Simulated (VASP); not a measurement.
# LiCl (R-3m) in VASP: G0W0 quasiparticle levels with PBE

Aim: the G0W0 quasiparticle levels of LiCl with PBE.

Program: VASP 6.6.1. These are calculated values, not measurements. Logs are shortened: lines on timing, memory, paths and dates and some standing lists are left out, and cuts for length are marked.

### 1 The cell of the first run

It takes space group R-3m (No. 166, trigonal). The conventional cell has a = 3.615 Å, b = 3.615 Å, c = 8.500 Å, α = 90.00°, β = 90.00°, γ = 120.00°. Within 3.3 Å of Li (site symmetry -3m) lie 6 Cl at 2.52 Å. Cl (site symmetry -3m) has 6 Li at 2.52 Å within 3.3 Å.

### 2 G0W0 quasiparticle levels, PBE

The input, POSCAR:

```
LiCl
1.0
   -0.0681609864      2.4878760025      2.4878760025
    2.4878760025     -0.0681609864      2.4878760025
    2.4878760025      2.4878760025     -0.0681609864
Li Cl
1 1
Direct
    0.0000000000      0.0000000000      0.0000000000
    0.5000000000      0.5000000000      0.5000000000
```

The input, INCAR.step1:

```
SYSTEM = LiCl
  PREC = Accurate
  ENCUT = 500
  EDIFF = 1E-8
  ISMEAR = 0
  SIGMA = 0.01
  LREAL = .False.
  LASPH = .True.
  NELM = 80
  ALGO = Normal
  LWAVE = .True.
  LCHARG = .False.
  GGA = PE
```

The input, INCAR.step2:

```
SYSTEM = LiCl
  PREC = Accurate
  ENCUT = 500
  EDIFF = 1E-8
  ISMEAR = 0
  SIGMA = 0.01
  LREAL = .False.
  LASPH = .True.
  NELM = 1
  ALGO = Exact
  LWAVE = .True.
  LCHARG = .False.
  GGA = PE
  NBANDS = 137
  LOPTICS = .True.
  ISTART = 1
```

The input, INCAR.step3:

```
SYSTEM = LiCl
  PREC = Accurate
  ENCUT = 500
  EDIFF = 1E-8
  ISMEAR = 0
  SIGMA = 0.01
  LREAL = .False.
  LASPH = .True.
  ALGO = EVGW0
  LWAVE = .False.
  LCHARG = .False.
  GGA = PE
  NELMGW = 1
  NBANDS = 137
  ENCUTGW = 150.0
  NOMEGA = 96
  PRECFOCK = Fast
  ISTART = 1
  NBANDSGW = 12
  OMEGAMAX = 20
```

The input, KPOINTS:

```
Automatic mesh
0
Gamma
  6 6 6
  0 0 0
```

Potentials or basis: VASP PAW PBE potentials, release 64 (Li_GW, Cl_GW).

Command:

```sh
$ cat potpaw_PBE.64/Li_GW/POTCAR potpaw_PBE.64/Cl_GW/POTCAR > POTCAR
$ cp INCAR.step1 INCAR
$ mpirun -np 1 vasp_std > vasp.out
$ cp INCAR.step2 INCAR
$ mpirun -np 1 vasp_std > vasp.out
$ cp INCAR.step3 INCAR
$ mpirun -np 1 vasp_std > vasp.out
```

OUTCAR:

```text
SYSTEM = LiCl
   PREC = Accurate
   ENCUT = 500
   EDIFF = 1E-8
   ISMEAR = 0
   LREAL = .False.
   LASPH = .True.
   GGA = PE
   NELMGW = 1
   ENCUTGW = 150.0
   PRECFOCK = Fast
   ISTART = 1

 ion  position               nearest neighbor table
   1  0.000  0.000  0.000-   2 2.52   2 2.52   2 2.52   2 2.52   2 2.52   2 2.52
   2  0.500  0.500  0.500-   1 2.52   1 2.52   1 2.52   1 2.52   1 2.52   1 2.52

  LATTYP: Found a trigonal (rhomboedric) cell.
 ALAT       =     3.5190481565
 COS(alpha) =     0.4724254361

  Lattice vectors:

 A1 = (  -0.0681609864,   2.4878760025,   2.4878760025)
 A2 = (   2.4878760025,  -0.0681609864,   2.4878760025)
 A3 = (   2.4878760025,   2.4878760025,  -0.0681609864)

Analysis of symmetry for initial positions (statically):
=====================================================================
 Subroutine PRICEL returns:
 Original cell was already a primitive cell.

 Routine SETGRP: Setting up the symmetry group for a
 trigonal (rhombohedral) supercell.

 Subroutine GETGRP returns: Found 12 space group operations
 (whereof 12 operations were pure point group operations)
 out of a pool of 12 trial point group operations.

The static configuration has the point symmetry D_3d.

Analysis of symmetry for dynamics (positions and initial velocities):
=====================================================================
 Subroutine PRICEL returns:
 Original cell was already a primitive cell.

 Routine SETGRP: Setting up the symmetry group for a
 trigonal (rhombohedral) supercell.

 Subroutine GETGRP returns: Found 12 space group operations
 (whereof 12 operations were pure point group operations)
 out of a pool of 12 trial point group operations.

The dynamic configuration has the point symmetry D_3d.

 Subroutine INISYM returns: Found 12 space group operations
 (whereof 12 operations are pure point group operations),
 and found     1 'primitive' translations

----------------------------------------------------------------------------------------

                                     Primitive cell

  volume of cell :      32.0629

  direct lattice vectors                    reciprocal lattice vectors
    -0.068160986  2.487876003  2.487876003    -0.192898443  0.198332202  0.198332202
     2.487876003 -0.068160986  2.487876003     0.198332202 -0.192898443  0.198332202
     2.487876003  2.487876003 -0.068160986     0.198332202  0.198332202 -0.192898443

  length of vectors
     3.519048156  3.519048156  3.519048156     0.340413181  0.340413181  0.340413181

  position of ions in fractional coordinates (direct lattice)
     0.000000000  0.000000000  0.000000000
     0.500000000  0.500000000  0.500000000

  ion indices of the primitive-cell ions
   primitive index   ion index
                 1           1
                 2           2

----------------------------------------------------------------------------------------

 KPOINTS: Automatic mesh

Automatic generation of k-mesh.
 Grid dimensions read from file:
 generate k-points for:    6    6    6

 Generating k-lattice:

  Cartesian coordinates                     Fractional coordinates (reciprocal lattice)
    -0.032149741  0.033055367  0.033055367     0.166666667  0.000000000 -0.000000000
     0.033055367 -0.032149741  0.033055367     0.000000000  0.166666667 -0.000000000
     0.033055367  0.033055367 -0.032149741     0.000000000  0.000000000  0.166666667

  Length of vectors
     0.056735530  0.056735530  0.056735530

  Shift w.r.t. Gamma in fractional coordinates (k-lattice)
     0.000000000  0.000000000  0.000000000

 Subroutine IBZKPT returns following result:
 ===========================================

 Found     32 irreducible k-points:

 Following reciprocal coordinates:
            Coordinates               Weight
  0.000000  0.000000  0.000000      1.000000
  0.166667  0.000000  0.000000      6.000000
  0.333333  0.000000  0.000000      6.000000
  0.500000  0.000000 -0.000000      3.000000
  0.166667  0.166667  0.000000      6.000000
  0.333333  0.166667  0.000000     12.000000
[... 16 lines left out ...]
  0.500000  0.500000  0.166667      6.000000
 -0.333333  0.500000  0.166667     12.000000
 [... further k-points ...]
   k-points           NKPTS =     32   k-points in BZ     NKDIM =    216   number of bands    NBANDS=    137
   number of dos      NEDOS =    301   number of ions     NIONS =      2
   total plane-waves  NPLWV =  21952
   dimension x,y,z NGX =    28 NGY =   28 NGZ =   28
   dimension x,y,z NGXF=    56 NGYF=   56 NGZF=   56
   ions per type =               1   1
   NGX,Y,Z   is equivalent  to a cutoff of  13.23, 13.23, 13.23 a.u.
   NGXF,Y,Z  is equivalent  to a cutoff of  26.46, 26.46, 26.46 a.u.
 SYSTEM =  LiCl
   PREC   = accura    normal or accurate (medium, high low for compatibility)
   ISTART =      1    job   : 0-new  1-cont  2-samecut
   ICHARG =      0    charge: 1-file 2-atom 10-const
   ISPIN  =      1    spin polarized calculation?
   LNONCOLLINEAR =      F non collinear calculations
   LSORBIT =      F    spin-orbit coupling
   LASPH  =      T    aspherical Exc in radial PAW
   ENCUT  =  500.0 eV  36.75 Ry    6.06 a.u.   6.42  6.42  6.42*2*pi/ulx,y,z
   NELM   =     60;   NELMIN=  2; NELMDL=  0     # of ELM steps
   EDIFF  = 0.1E-07   stopping-criterion for ELM
   LREAL  =      F    real-space projection
   EDIFFG = 0.1E-06   stopping-criterion for IOM
   NSW    =      0    number of steps for IOM
   IBRION =     -1    ionic relax: 0-MD 1-quasi-New 2-CG
   NFREE  =      0    steps in history (QN), initial steepest desc. (CG)
   ISIF   =      0    stress and relaxation
   ISYM   =      3    0-nonsym 1-usesym 2-fastsym
   POTIM  = 0.5000    time-step for ionic-motion
   TEBEG  =    0.0;   TEEND  =   0.0 temperature during run
   PSTRESS=    0.0 pullay stress
   NELECT =       8.0000    total number of electrons
   NUPDOWN=      -1.0000    fix difference up-down
   EMIN   =  10.00;   EMAX   =-10.00  energy-range for DOS
   EFERMI =   0.00;   METHOD = LEGACY
   ISMEAR =     0;   SIGMA  =   0.01  broadening in eV -4-tet -1-fermi 0-gaus
   EFERMI_NEDOS =   21; number of points for ismear=-14 and -15
   IALGO  =     38    algorithm
   IMIX   =      4    mixing-type and parameters
     AMIX     =   0.40;   BMIX     =  1.00
     AMIX_MAG =   1.60;   BMIX_MAG =  1.00
  volume/ion in A,a.u.               =      16.03       108.19
  Fermi-wavevector in a.u.,A,eV,Ry     =   1.030633  1.947614 14.452162  1.062204
  Thomas-Fermi vector in A             =   2.164741
   LORBIT       =      0    0 simple, 1 ext, 2 COOP (PROOUT), +10 PAW based schemes
   GGA     = PE    functional components
   LHFCALC =     T    Hartree Fock is set to
   PRECFOCK=fast      Normal, Fast or Accurate (Low or Medium for compatibility)
   ENCUT4O =  -1.0   cutoff for four orbital integrals eV
   NKREDX  =     1    reduce k-point grid by
   NKREDY  =     1    reduce k-point grid by
   NKREDZ  =     1    reduce k-point grid by
   AEXX    =    1.0000 exact exchange contribution
   HFSCREEN=    0.0000 screening length (either q_TF or 0.3 A-1)
   HFSCREENC=   0.0000 screening length for correlation (either q_TF or 0.3 A-1)
   ENCUTFOCK=  -1.0 apply spherical cutoff to Coloumb kernel
   IVDW    =     0    specifies the selected vdW correction
   LEPSILON=     F    determine dielectric tensor
   LRPA    =     F    only Hartree local field effects (RPA)
   LRPAFORCE           =     F    calculate RPA forces
   ENCUTGW             = 150.0    cutoff for response function in eV
   ENCUTGWSOFT         = 120.0    soft cutoff for Coulomb kernel in GW response function in eV
   ENCUTLF             =  -1.0    cutoff for local field effects
   NELMGW              =     1    number of iterations in solving QP/BSE equation
   NELMHF              =     1    number of iterations in the inner HF iteration
   NKREDLFX            =     1    NKREDLFY  =   1   NKREDLFZ  =   1
 non-spin polarized calculation
 Gauss-broadening in eV      SIGMA  =   0.01
  energy-cutoff  :      500.00
  volume of cell :       32.06
 maximum number of plane-waves:       845
 NGX is ok and might be reduce to    28
  NGX = 14; NGY = 14; NGZ = 14
   NGX = 13   NGY = 13   NGZ = 13
 maximum number of plane-waves:       144

 QP shifts <psi_nk| G(iteration)W_0 |psi_nk>: iteration 1
 for sc-GW calculations column KS-energies equals QP-energies in previous step
 and V_xc(KS)=  KS-energies - (<T + V_ion + V_H > + <T+V_H+V_ion>^1  + <V_x>^1)

 k-point   1 :       0.0000    0.0000    0.0000
  band No.  KS-energies  QP-energies   sigma(KS)   V_xc(KS)     V^pw_x(r,r')   Z            occupation Imag(sigma)

      1     -14.2259     -15.7197     -16.5762     -14.7120     -24.1448       0.8014       2.0000       1.5941
      2      -0.7078      -2.4422     -16.9374     -14.7667     -18.9299       0.7990       2.0000       0.0309
      3      -0.7078      -2.4422     -16.9374     -14.7667     -18.9299       0.7990       2.0000       0.0309
      4      -0.4587      -2.1753     -17.0658     -14.9188     -19.0456       0.7995       2.0000       0.0301
      5       5.9844       6.7971      -7.8532      -8.8210      -4.2860       0.8397       0.0000      -0.0449
      6      10.9702      12.1617      -8.2754      -9.7097      -4.3947       0.8308       0.0000      -0.0564
      7      10.9702      12.1617      -8.2754      -9.7097      -4.3947       0.8308       0.0000      -0.0564
      8      11.6678      12.9085      -8.4240      -9.9252      -4.4410       0.8264       0.0000      -0.0597
      9      13.8364      15.3412      -9.4091     -11.2860      -4.9914       0.8017       0.0000      -0.0807
     10      13.8364      15.3412      -9.4091     -11.2860      -4.9914       0.8017       0.0000      -0.0807
     11      14.1701      15.3047      -6.0615      -7.4910      -1.5416       0.7936       0.0000      -0.0974
     12      14.1701      15.3047      -6.0615      -7.4910      -1.5416       0.7936       0.0000      -0.0974

 k-point   2 :       0.1667    0.0000    0.0000
  band No.  KS-energies  QP-energies   sigma(KS)   V_xc(KS)     V^pw_x(r,r')   Z            occupation Imag(sigma)

      1     -14.0837     -15.4995     -16.6177     -14.8224     -24.2017       0.7886       2.0000       1.5508
      2      -1.5950      -3.4414     -16.1675     -13.8456     -18.2838       0.7952       2.0000       0.0339
      3      -0.7665      -2.5117     -16.9115     -14.7264     -18.9124       0.7987       2.0000       0.0309
      4      -0.5696      -2.3031     -17.0096     -14.8411     -19.0046       0.7994       2.0000       0.0304
      5       6.6620       7.5411      -8.0358      -9.0861      -4.4246       0.8370       0.0000      -0.0459
      6      10.2029      11.2971      -8.1492      -9.4697      -4.2843       0.8286       0.0000      -0.0568
      7      10.7159      11.9674      -7.8596      -9.3674      -3.9538       0.8301       0.0000      -0.0576
      8      11.1132      12.3933      -7.7115      -9.2594      -3.7457       0.8270       0.0000      -0.0604
      9      12.3484      13.6566      -8.1087      -9.7067      -3.9585       0.8187       0.0000      -0.0684
     10      12.7707      14.1020      -8.4129     -10.0453      -4.2083       0.8155       0.0000      -0.0700
     11      14.8882      15.8832      -6.2782      -7.5487      -1.6590       0.7832       0.0000      -0.1119
     12      17.4202      18.6084      -8.0212      -9.5723      -2.9241       0.7660       0.0000      -0.2516
[... 324 lines left out ...]
      1     -13.3477     -14.4815     -17.0309     -15.4825     -24.5923       0.7322       2.0000       1.2910
      2      -3.4519      -5.5024     -15.0503     -12.4270     -17.5628       0.7816       2.0000       0.0504
      3      -1.9933      -3.8991     -15.8978     -13.4916     -18.1109       0.7921       2.0000       0.0366
      4      -1.7557      -3.6271     -16.1969     -13.8375     -18.3693       0.7931       2.0000       0.0349
      5       7.3411       8.3260      -7.3136      -8.4836      -3.8261       0.8418       0.0000      -0.0458
      6       8.6696       9.7069      -8.0426      -9.2846      -4.4132       0.8351       0.0000      -0.0494
      7      10.7633      11.9372      -8.7160     -10.1602      -4.5756       0.8128       0.0000      -0.0665
      8      11.6960      13.0447      -7.9303      -9.5836      -3.7687       0.8157       0.0000      -0.0686
      9      14.0944      15.2860      -7.7122      -9.2305      -3.0765       0.7848       0.0000      -0.1000
     10      17.1715      18.8415     -10.6096     -12.7697      -5.3599       0.7731       0.0000      -0.1809
     11      18.0668      19.6731     -10.1335     -12.2376      -4.7514       0.7634       0.0000      -0.2439
     12      18.3220      19.6444      -9.6274     -11.3714      -4.1346       0.7583       0.0000      -0.3314

 k-point  24 :      -0.3333    0.5000    0.1667
  band No.  KS-energies  QP-energies   sigma(KS)   V_xc(KS)     V^pw_x(r,r')   Z            occupation Imag(sigma)

      1     -13.3007     -14.4238     -17.0759     -15.5388     -24.6302       0.7306       2.0000       1.2728
      2      -3.3732      -5.4161     -15.0369     -12.4291     -17.5203       0.7834       2.0000       0.0496
      3      -2.4362      -4.3845     -15.5990     -13.1335     -17.8860       0.7902       2.0000       0.0401
      4      -1.7795      -3.6661     -16.1221     -13.7421     -18.3039       0.7927       2.0000       0.0350
      5       8.1228       9.2171      -7.5957      -8.9052      -3.9772       0.8357       0.0000      -0.0491
      6       8.8091       9.8178      -8.2400      -9.4487      -4.5975       0.8345       0.0000      -0.0499
      7      10.7158      11.9621      -8.0199      -9.5399      -3.9672       0.8199       0.0000      -0.0638
      8      11.1788      12.4233      -8.8117     -10.3434      -4.6550       0.8125       0.0000      -0.0671
      9      14.6563      15.8380      -7.4235      -8.9364      -2.7497       0.7811       0.0000      -0.1095
     10      16.6819      17.9925      -8.6847     -10.3885      -3.6666       0.7692       0.0000      -0.1778
     11      17.4766      19.1577     -10.6971     -12.8698      -5.3634       0.7738       0.0000      -0.2090
     12      18.5047      19.8898     -10.1282     -11.9398      -4.5809       0.7646       0.0000      -0.3593

 [... further k-points ...]
```

It took 8.3 min on 1 thread of Intel Xeon 6975P-C (Granite Rapids), shared host; peak memory 0.8 GiB.

Results:

- Quasiparticle gap: 8.97 eV
- Least direct quasiparticle gap: 8.97 eV
- Band gap of the starting levels on the mesh: 6.41 eV
- Least direct gap of the starting levels on the mesh: 6.44 eV

Caveat: bands, screening cutoff and mesh are small and nothing is extrapolated, so the quasiparticle values aren't converged.
